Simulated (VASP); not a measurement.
# C (Fm-3m) in VASP: a series of runs

C is run at these levels: PBE; tasks: relaxation of cell and atoms.

All numbers are computed with VASP 6.6.1; they aren't measurements. Logs are shortened: lines on timing, memory, paths and dates and some standing lists are left out, and cuts for length are marked.

**1. The cell of the first run**

The structure is cubic, space group Fm-3m (No. 225). The conventional cell has a = 2.433 Å, b = 2.433 Å, c = 2.433 Å, α = 90.00°, β = 90.00°, γ = 90.00°. C (site symmetry m-3m) has 12 C at 1.72 Å within 2.3 Å.

**2. Relaxation of cell and atoms, PBE, target pressure 380 GPa, at which the enthalpy is minimised**

Input file INCAR:

```
SYSTEM = C
PREC     = Accurate       ! precision mode
ENCUT    = 600            ! plane-wave cutoff, eV
EDIFF    = 1E-7           ! SCF threshold, eV
ISMEAR   = -1             ! smearing method
SIGMA    = 0.05           ! smearing width, eV
LREAL    = .FALSE.        ! projectors in reciprocal space
LASPH    = .TRUE.         ! aspherical terms in the spheres
NELM     = 80             ! most SCF steps
ALGO     = Normal         ! electronic algorithm
ISIF     = 3              ! what is computed and relaxed
LWAVE    = .FALSE.        ! write WAVECAR
LCHARG   = .FALSE.        ! write CHGCAR
GGA      = PE             ! functional
IBRION   = 2              ! ionic algorithm
NSW      = 32             ! ionic steps
EDIFFG   = -0.005         ! ionic threshold
PSTRESS  = 3800.0
```

Input file KPOINTS:

```
regular mesh
0
G
  28 28 28
  0 0 0
```

Input file POSCAR:

```
C
1.0
    0.0000000000      1.2166569977      1.2166569977
    1.2166569977      0.0000000000      1.2166569977
    1.2166569977      1.2166569977      0.0000000000
C
1
Direct
    0.0000000000      0.0000000000      0.0000000000
```

Potentials or basis: VASP PAW PBE potentials, release 64 (C).

The run is started by

```bash
> cat potpaw_PBE.64/C/POTCAR > POTCAR
> mpirun -np 1 vasp_std > vasp.out
```

OUTCAR:

```text
SYSTEM = C
   PREC = Accurate
   ENCUT = 600
   EDIFF = 1E-7
   ISMEAR = -1
   LREAL = .FALSE.
   LASPH = .TRUE.
   NELM = 80
   ISIF = 3
   GGA = PE
   IBRION = 2
   NSW = 32
   EDIFFG = -0.005
   PSTRESS = 3800.0

 ion  position               nearest neighbor table
   1  0.000  0.000  0.000-

  LATTYP: Found a face centered cubic cell.
 ALAT       =     2.4333139954

  Lattice vectors:

 A1 = (   0.0000000000,   1.2166569977,   1.2166569977)
 A2 = (   1.2166569977,   0.0000000000,   1.2166569977)
 A3 = (   1.2166569977,   1.2166569977,   0.0000000000)

Analysis of symmetry for initial positions (statically):
=====================================================================
 Subroutine PRICEL returns:
 Original cell was already a primitive cell.

 Routine SETGRP: Setting up the symmetry group for a
 face centered cubic supercell.

 Subroutine GETGRP returns: Found 48 space group operations
 (whereof 48 operations were pure point group operations)
 out of a pool of 48 trial point group operations.

The static configuration has the point symmetry O_h .

Analysis of symmetry for dynamics (positions and initial velocities):
=====================================================================
 Subroutine PRICEL returns:
 Original cell was already a primitive cell.

 Routine SETGRP: Setting up the symmetry group for a
 face centered cubic supercell.

 Subroutine GETGRP returns: Found 48 space group operations
 (whereof 48 operations were pure point group operations)
 out of a pool of 48 trial point group operations.

The dynamic configuration has the point symmetry O_h .

 Subroutine INISYM returns: Found 48 space group operations
 (whereof 48 operations are pure point group operations),
 and found     1 'primitive' translations

----------------------------------------------------------------------------------------

                                     Primitive cell

  volume of cell :       3.6019

  direct lattice vectors                    reciprocal lattice vectors
     0.000000000  1.216656998  1.216656998    -0.410962170  0.410962170  0.410962170
     1.216656998  0.000000000  1.216656998     0.410962170 -0.410962170  0.410962170
     1.216656998  1.216656998  0.000000000     0.410962170  0.410962170 -0.410962170

  length of vectors
     1.720612827  1.720612827  1.720612827     0.711807359  0.711807359  0.711807359
[... 79 lines left out ...]
   EDIFF  = 0.1E-06   stopping-criterion for ELM
   LREAL  =      F    real-space projection
   EDIFFG = -.5E-02   stopping-criterion for IOM
   NSW    =     32    number of steps for IOM
   IBRION =      2    ionic relax: 0-MD 1-quasi-New 2-CG
   NFREE  =      1    steps in history (QN), initial steepest desc. (CG)
   ISIF   =      3    stress and relaxation
   ISYM   =      2    0-nonsym 1-usesym 2-fastsym
   POTIM  = 0.5000    time-step for ionic-motion
   TEBEG  =    0.0;   TEEND  =   0.0 temperature during run
   PSTRESS= 3800.0 pullay stress
   NELECT =       4.0000    total number of electrons
   NUPDOWN=      -1.0000    fix difference up-down
   EMIN   =  10.00;   EMAX   =-10.00  energy-range for DOS
   EFERMI =   0.00;   METHOD = LEGACY
   ISMEAR =    -1;   SIGMA  =   0.05  broadening in eV -4-tet -1-fermi 0-gaus
   EFERMI_NEDOS =   21; number of points for ismear=-14 and -15
   IALGO  =     38    algorithm
   IMIX   =      4    mixing-type and parameters
     AMIX     =   0.40;   BMIX     =  1.00
     AMIX_MAG =   1.60;   BMIX_MAG =  1.00
  volume/ion in A,a.u.               =       3.60        24.31
  Fermi-wavevector in a.u.,A,eV,Ry     =   1.695313  3.203678 39.104337  2.874088
  Thomas-Fermi vector in A             =   2.776380
   LORBIT       =      0    0 simple, 1 ext, 2 COOP (PROOUT), +10 PAW based schemes
   GGA     = PE    functional components
   LHFCALC =     F    Hartree Fock is set to
   AEXX    =    0.0000 exact exchange contribution
   IVDW    =     0    specifies the selected vdW correction
   LEPSILON=     F    determine dielectric tensor
   LRPA    =     F    only Hartree local field effects (RPA)
 conjugate gradient relaxation of ions
 non-spin polarized calculation
  energy-cutoff  :      600.00
  volume of cell :        3.60
 maximum number of plane-waves:       129
 NGX is ok and might be reduce to    14
   NGX =  7   NGY =  7   NGZ =  7

 number of electron       4.0000000 magnetization

 Free energy of the ion-electron system (eV)
  ---------------------------------------------------
  ext. energy  EPLUGINS =         0.00000000
  ---------------------------------------------------
  free energy    TOTEN  =        -2.10650196 eV

  energy without entropy =       -2.10416543  energy(sigma->0) =       -2.10533370

 E-fermi :  20.9521     XC(G=0): -16.3337

 val. band max:       20.9519085600   @ k =  -0.2857   0.4286   0.2143
 cond. band min:      20.9568142494   @ k =  -0.2500   0.3214   0.1071
 fundamental gap:      0.0049056894
 Fermi energy:        20.9520713103

 k-point     1 :       0.0000    0.0000    0.0000
  band No.  band energies     occupation
      1     -10.7788      2.00000
      2      35.7633      0.00000
      3      35.7633      0.00000
      4      35.7633      0.00000
      5      61.7818      0.00000
      6      61.7818      0.00000
[... 199 lines left out ...]
 k-point    24 :       0.3214    0.0357    0.0000
  band No.  band energies     occupation
      1      -4.9260      2.00000
      2      18.5979      2.00000
      3      32.2407      0.00000
      4      33.3229      0.00000
      5      57.5946      0.00000
      6      59.2885      0.00000

 [... further k-points ...]

------------------------ aborting loop because EDIFF is reached ----------------------------------------

  FORCE on cell =-STRESS in cart. coord.  units (eV):
  Direction    XX          YY          ZZ          XY          YZ          ZX
  --------------------------------------------------------------------------------------
  -------------------------------------------------------------------------------------
  Total        8.5412780      8.5412780      8.5412780     -0.0000000     -0.0000000     -0.0000000
  in kB     3799.2596044   3799.2596044   3799.2596044     -0.0000000     -0.0000000     -0.0000000
  external PRESSURE =      -0.7403956 kB  Pullay stress =    3800.0000000 kB

 VOLUME and BASIS-vectors are now :
 -----------------------------------------------------------------------------
  energy-cutoff  :      600.00
  volume of cell :        3.60
      direct lattice vectors                 reciprocal lattice vectors
     0.000000000  1.216656998  1.216656998    -0.410962170  0.410962170  0.410962170
     1.216656998  0.000000000  1.216656998     0.410962170 -0.410962170  0.410962170
     1.216656998  1.216656998  0.000000000     0.410962170  0.410962170 -0.410962170

 POSITION                                       TOTAL-FORCE (eV/Angst)
 -----------------------------------------------------------------------------------
      0.00000      0.00000      0.00000         0.000000      0.000000     -0.000000
 -----------------------------------------------------------------------------------
    total drift:                               -0.000000     -0.000000     -0.000000

  FREE ENERGIE OF THE ION-ELECTRON SYSTEM (eV)
  ---------------------------------------------------
  free  energy   TOTEN  =        -2.1065019638 eV

  energy  without entropy=       -2.1041654335  energy(sigma->0) =       -2.10533370

  enthalpy is  TOTEN    =         6.4364405686 eV   P V=        8.5429425324

 reached required accuracy - stopping structural energy minimisation
```

CONTCAR:

```text
C
   1.00000000000000
     0.0000000000000000    1.2166569976999999    1.2166569976999999
     1.2166569976999999    0.0000000000000000    1.2166569976999999
     1.2166569976999999    1.2166569976999999    0.0000000000000000
  C
     1
Direct
     0.0000000000000000    0.0000000000000000    0.0000000000000000

  0.00000000E+00  0.00000000E+00  0.00000000E+00
```

Wall time 3.6 s (1 thread of Intel Xeon 6975P-C (Granite Rapids), shared host); peak memory 0.11 GiB.

Results:

```
Free energy             : -2.1065 eV
Pressure after relaxing : 379.9 GPa
Band gap on the k mesh  : zero (band 2 reaches 35.76 eV, above the bottom of band 3 at 15.84 eV)
```

Final structure:
```
C
1.0
     0.00000    1.21666    1.21666
     1.21666    0.00000    1.21666
     1.21666    1.21666    0.00000
C
1
Cartesian
  0.0000 0.0000 0.0000
```

Caveat: the relaxation stopped at its first step, so nothing moved; the cell is relaxed towards a set pressure, so the enthalpy falls and the energy may rise.

**3. Relaxation of cell and atoms, PBE**

This run uses another cell than the first one, of 6.50 Å³/atom, 1.805 times its volume.

Input file INCAR:

```
SYSTEM = C
  ALGO = Normal
  EDIFF = 1E-7
  EDIFFG = -0.005
  ENCUT = 600
  GGA = PE
  IBRION = 2
  ISIF = 3
  ISMEAR = -1
  LASPH = .True.
  LCHARG = .False.
  LREAL = .False.
  LWAVE = .False.
  NELM = 80
  NSW = 60
  PREC = Accurate
  SIGMA = 0.05
```

Input file KPOINTS:

```
k-points
0
Gamma
  23 23 23
  0 0 0
```

Input file POSCAR:

```
C
1.0
    0.0000000000      1.4812480342      1.4812480342
    1.4812480342      0.0000000000      1.4812480342
    1.4812480342      1.4812480342      0.0000000000
C
1
Direct
    0.0000000000      0.0000000000      0.0000000000
```

Potentials or basis: VASP PAW PBE potentials, release 64 (C).

The run is started by

```bash
> cat potpaw_PBE.64/C/POTCAR > POTCAR
> mpirun -np 1 vasp_std > vasp.out
```

OUTCAR:

```text
SYSTEM = C
   EDIFF = 1E-7
   EDIFFG = -0.005
   ENCUT = 600
   GGA = PE
   IBRION = 2
   ISIF = 3
   ISMEAR = -1
   LASPH = .True.
   LREAL = .False.
   NELM = 80
   NSW = 60
   PREC = Accurate

 ion  position               nearest neighbor table
   1  0.000  0.000  0.000-

  LATTYP: Found a face centered cubic cell.
 ALAT       =     2.9624960684

  Lattice vectors:

 A1 = (   0.0000000000,   1.4812480342,   1.4812480342)
 A2 = (   1.4812480342,   0.0000000000,   1.4812480342)
 A3 = (   1.4812480342,   1.4812480342,   0.0000000000)

Analysis of symmetry for initial positions (statically):
=====================================================================
 Subroutine PRICEL returns:
 Original cell was already a primitive cell.

 Routine SETGRP: Setting up the symmetry group for a
 face centered cubic supercell.

 Subroutine GETGRP returns: Found 48 space group operations
 (whereof 48 operations were pure point group operations)
 out of a pool of 48 trial point group operations.

The static configuration has the point symmetry O_h .

Analysis of symmetry for dynamics (positions and initial velocities):
=====================================================================
 Subroutine PRICEL returns:
 Original cell was already a primitive cell.

 Routine SETGRP: Setting up the symmetry group for a
 face centered cubic supercell.

 Subroutine GETGRP returns: Found 48 space group operations
 (whereof 48 operations were pure point group operations)
 out of a pool of 48 trial point group operations.

The dynamic configuration has the point symmetry O_h .

 Subroutine INISYM returns: Found 48 space group operations
 (whereof 48 operations are pure point group operations),
 and found     1 'primitive' translations

----------------------------------------------------------------------------------------

                                     Primitive cell
[... 114 lines left out ...]
   GGA     = PE    functional components
   LHFCALC =     F    Hartree Fock is set to
   AEXX    =    0.0000 exact exchange contribution
   IVDW    =     0    specifies the selected vdW correction
   LEPSILON=     F    determine dielectric tensor
   LRPA    =     F    only Hartree local field effects (RPA)
 conjugate gradient relaxation of ions
 non-spin polarized calculation
  energy-cutoff  :      600.00
  volume of cell :        6.50
 maximum number of plane-waves:       229
 NGX is ok and might be reduce to    18
   NGX =  9   NGY =  9   NGZ =  9

--------------------------------------- Ionic step        1  -------------------------------------------

 number of electron       4.0000000 magnetization

 Free energy of the ion-electron system (eV)
  ---------------------------------------------------
  ext. energy  EPLUGINS =         0.00000000
  ---------------------------------------------------
  free energy    TOTEN  =        -4.61305658 eV

  energy without entropy =       -4.61095335  energy(sigma->0) =       -4.61200496

------------------------ aborting loop because EDIFF is reached ----------------------------------------

  FORCE on cell =-STRESS in cart. coord.  units (eV):
  Direction    XX          YY          ZZ          XY          YZ          ZX
  --------------------------------------------------------------------------------------
  -------------------------------------------------------------------------------------
  Total        0.8800323      0.8800323      0.8800323      0.0000000      0.0000000     -0.0000000
  in kB      216.9181191    216.9181191    216.9181191      0.0000000      0.0000000     -0.0000000
  external PRESSURE =     216.9181191 kB  Pullay stress =       0.0000000 kB
[... 57 lines left out ...]
--------------------------------------- Ionic step        3  -------------------------------------------

 number of electron       4.0000000 magnetization

 Free energy of the ion-electron system (eV)
  ---------------------------------------------------
  ext. energy  EPLUGINS =         0.00000000
  ---------------------------------------------------
  free energy    TOTEN  =        -4.66438251 eV

  energy without entropy =       -4.66099675  energy(sigma->0) =       -4.66268963

 E-fermi :   7.5705     XC(G=0): -12.6603

 val. band max:        7.5695442933   @ k =  -0.3913   0.4783   0.0870
 cond. band min:       7.5860638800   @ k =  -0.2609   0.2609   0.0435
 fundamental gap:      0.0165195867
 Fermi energy:         7.5705474335

 k-point     1 :       0.0000    0.0000    0.0000
  band No.  band energies     occupation
      1     -11.1445      2.00000
      2      15.4594      0.00000
      3      15.4594      0.00000
      4      15.4594      0.00000
      5      37.4729      0.00000
      6      37.4729      0.00000
[... 199 lines left out ...]
 k-point    24 :      -0.4783    0.0435    0.0000
  band No.  band energies     occupation
      1      -1.8961      2.00000
      2      -0.8896      2.00000
      3      13.5212      0.00000
      4      13.6943      0.00000
      5      32.1959      0.00000
      6      33.3142      0.00000

 [... further k-points ...]
[... 5 lines left out ...]
  --------------------------------------------------------------------------------------
  -------------------------------------------------------------------------------------
  Total        0.0018835      0.0018835      0.0018835      0.0000000      0.0000000      0.0000000
  in kB        0.4108594      0.4108594      0.4108594      0.0000000      0.0000000      0.0000000
  external PRESSURE =       0.4108594 kB  Pullay stress =       0.0000000 kB
[... 16 lines left out ...]
  FREE ENERGIE OF THE ION-ELECTRON SYSTEM (eV)
  ---------------------------------------------------
  free  energy   TOTEN  =        -4.6643825055 eV

  energy  without entropy=       -4.6609967546  energy(sigma->0) =       -4.66268963

 reached required accuracy - stopping structural energy minimisation
```

Run time: 11 s. Hardware: 1 thread of Intel Xeon 6975P-C (Granite Rapids), shared host; peak memory 0.12 GiB.

What came out:

| Item | Value |
| --- | --- |
| Free energy | -4.6644 eV |
| Relaxed volume | 7.34 Å³/atom |
| Relaxed cell | a = 2.182 Å, b = 2.182 Å, c = 2.182 Å, α = 60.00°, β = 60.00°, γ = 60.00° |
| Space group after relaxing (to 0.05 Å) | Fm-3m (No. 225) |
| Energy gained by relaxing | 51.3 meV/atom |
| Ionic steps | 3 |
| Pressure after relaxing | 0.0 GPa |
| Band gap on the k mesh | zero (band 2 reaches 15.46 eV, above the bottom of band 3 at 4.41 eV) |

Step by step:
| step | energy change (eV) | largest force (eV/Å) | pressure (GPa) | volume (Å³) |
| --- | --- | --- | --- | --- |
| 1 | 0.0000 | 0.0000 | 21.69 | 6.50 |
| 2 | -0.0513 | 0.0000 | -0.33 | 7.36 |
| 3 | -0.0513 | 0.0000 | 0.04 | 7.34 |

Final structure:
```
C
1.0
     0.00000    1.54283    1.54283
     1.54283    0.00000    1.54283
     1.54283    1.54283    0.00000
C
1
Direct
  0.00000 0.00000 0.00000
```

Levels at points of the mesh, in eV from the Fermi level:
```
           k point  band 1  band 2  band 3  band 4  band 5
(0.00, 0.00, 0.00)  -18.72    7.89    7.89    7.89   29.90
```
